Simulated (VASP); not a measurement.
A run of VASP 6.6.1:

INCAR

```
SYSTEM = Si
ALGO = Normal ; DIPOL = 0.5 0.5 0.496
EDIFF = 1E-6 ; ENCUT = 520
GGA = PE ; IDIPOL = 3
ISIF = 2 ; ISMEAR = 0
IVDW = 12 ; LASPH = .TRUE.
LCHARG = .FALSE. ; LDIPOL = .TRUE.
LREAL = .FALSE. ; LWAVE = .FALSE.
NBANDS = 21 ; NELM = 60
PREC = Accurate ; SIGMA = 0.05
```

Contents of KPOINTS:

```
k-points
0
G
  8 6 1
  0 0 0
```

Contents of POSCAR:

```
Si
1.0
    3.8333442755      0.0000000000      0.0000000000
    0.0000000000      5.4211674636      0.0000000000
    0.0000000000      0.0000000000     17.8333442755
Si
6
Direct
    0.5000000000      0.0000000000      0.3925231236
    0.0000000000      0.2500000000      0.3925231236
    0.0000000000      0.5038839981      0.4971764677
    0.5000000000      0.7461160019      0.4971764677
    0.5000000000      0.0086033066      0.5993132005
    0.0000000000      0.2413966934      0.5993132005
```

Potentials or basis: VASP PAW PBE potentials, release 64 (Si).

Command:

```sh
$ cat potpaw_PBE.64/Si/POTCAR > POTCAR
$ mpirun -np 1 vasp_std > vasp.out
```

Hardware: 1 thread of Intel(R) Xeon(R) 6975P-C (Granite Rapids), on a shared host.

Task: How long does it take, and how much memory?

Result: Run time: 3.5 min on 1 thread of Intel(R) Xeon(R) 6975P-C (Granite Rapids), with other jobs on the host, peak memory 0.44 GiB. Counts: scf iterations 23, k points 20.
